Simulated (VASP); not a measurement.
Wanted: the native input for a VASP 6.6.1 run.

```
Task                   : single point
Functional             : PBE
Potentials or basis    : VASP PAW PBE potentials, release 64 (Sc_sv, Al, As)
Cutoff                 : 520 eV
k mesh                 : 4 × 4 × 4
Occupations            : gaussian, width 0.1 eV
Spin                   : no spin polarisation
Dipole correction      : no
Further INCAR settings : ALGO = Normal; EDIFF = 1e-06; NBANDS = 35
```

The structure of Sc4AlAs lies in POSCAR:

```
Sc4AlAs
1.0
    0.0000000000      4.0357211031      4.0357211031
    4.0357211031      0.0000000000      4.0357211031
    4.0357211031      4.0357211031      0.0000000000
Sc Al As
4 1 1
Direct
    0.8729173404      0.3756942199      0.3756942199
    0.3756942199      0.3756942199      0.3756942199
    0.3756942199      0.8729173404      0.3756942199
    0.3756942199      0.3756942199      0.8729173404
    0.7500000000      0.7500000000      0.7500000000
    0.0000000000      0.0000000000      0.0000000000
```

The input as run:

INCAR

```
PREC = Accurate
ENCUT = 520
EDIFF = 1E-6
ISMEAR = 0
SIGMA = 0.1
LREAL = False
LASPH = True
NELM = 80
ALGO = Normal
ISIF = 2
LWAVE = False
LCHARG = True
GGA = PE
LELF = True
LVHAR = True
NBANDS = 35
```

KPOINTS

```
regular mesh
0
Gamma
  4 4 4
```

Potentials or basis: VASP PAW PBE potentials, release 64 (Sc_sv, Al, As).

The run is started by

```console
$ cat potpaw_PBE.64/Sc_sv/POTCAR potpaw_PBE.64/Al/POTCAR potpaw_PBE.64/As/POTCAR > POTCAR
$ mpirun -np 1 vasp_std > vasp.out
```

It gave:

```yaml
Pressure: 0.3 GPa
Largest_force: 0.017 eV/Å
Band_gap_on_the_k_mesh: zero (band 26 reaches 4.82 eV, above the bottom of band 27 at 4.30 eV)
```

Wall time 2 min on 1 thread of Oxide Virtual Turin-like Processor, with other jobs on the host, peak memory 0.23 GiB.
